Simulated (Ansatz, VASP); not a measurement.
## AlN in VASP and in Ansatz

File INCAR:

```
PREC     = Accurate       # precision mode
ENCUT    = 520            # plane-wave cutoff, eV
EDIFF    = 1E-7           # SCF threshold, eV
ISMEAR   = -1             # smearing method
SIGMA    = 0.02           # smearing width, eV
LREAL    = False          # projectors in reciprocal space
LASPH    = True           # aspherical terms in the spheres
NELM     = 100            # most SCF steps
ALGO     = Normal         # electronic algorithm
ISIF     = 2              # what is computed and relaxed
LWAVE    = False          # write WAVECAR
LCHARG   = False          # write CHGCAR
GGA      = PS             # functional
NBANDS   = 16             # bands
```

The input KPOINTS:

```
Automatic mesh
0
Gamma
  11 11 6
```

File POSCAR:

```
AlN
1.0
    3.1213377828      0.0000000000      0.0000000000
   -1.5606688914      2.7031578137      0.0000000000
    0.0000000000      0.0000000000      4.9945383275
Al N
2 2
Direct
    0.3333333333      0.6666666667      0.0000000000
    0.6666666667      0.3333333333      0.5000000000
    0.3333333333      0.6666666667      0.3850000000
    0.6666666667      0.3333333333      0.8850000000
```

Input for Ansatz:

```yaml
crystal:
  lattice:
    - [3.1213377828, 0.0, 0.0]
    - [-1.5606688914, 2.7031578137, 0.0]
    - [0.0, 0.0, 4.9945383275]
  atoms:
    - { symbol: Al, position: [0.3333333333, 0.6666666667, 0.0] }
    - { symbol: Al, position: [0.6666666667, 0.3333333333, 0.5] }
    - { symbol: "N", position: [0.3333333333, 0.6666666667, 0.385] }
    - { symbol: "N", position: [0.6666666667, 0.3333333333, 0.885] }
kpoints:
  mp_grid: { grid: [11, 11, 6] }
  band_path:
    path:
      - [0.0, 0.0, 0.0]
      - [0.5, 0.0, 0.0]
      - [0.3333333333, 0.3333333333, 0.0]
      - [0.0, 0.0, 0.0]
      - [0.0, 0.0, 0.5]
      - [0.5, 0.0, 0.5]
      - [0.3333333333, 0.3333333333, 0.5]
      - [0.0, 0.0, 0.5]
      - [0.5, 0.0, 0.5]
    npoints: 5
scf:
  occupations: { method: fermi_dirac, width: 0.02 }
hamiltonian:
  xc: pbesol
  pseudopotentials: { kind: all_electron, lapw: { basis_error: 0.001 } }
output:
  forces: true
  stress: true
  eigenvalues: true
```

Change from the starting cell: volume scaled by 1.01.

Alike in both runs: task single point; functional PBEsol; k mesh 11 × 11 × 6; occupations fermi-dirac, width 0.02 eV; no spin polarisation.

```csv
,VASP,Ansatz
version,VASP 6.6.1,Ansatz 0.2.0
potentials or method,"VASP PAW PBE potentials, release 64 (Al, N), cutoff 520 eV","all-electron LAPW, scalar-relativistic"
```

|  | VASP | Ansatz | Ansatz less VASP |
| --- | --- | --- | --- |
| gap on the k mesh at the Fermi level (eV) | 4.00 | 4.00 | -0.006 |
| pressure (GPa) | -1.5 | -1.6 | -0.10 |
| traceless stress, the component that is largest in VASP (GPa) | -1.16 | -1.13 | +0.028 |
| rms of the force components (eV/Å) | 0.102 | 0.102 | -0.0005 |

VASP's potentials were made for PBE, not for PBEsol. Atom by atom the forces differ by 0.001 eV/Å (rms over components). Ansatz ran all-electron here, and VASP with PAW potentials.
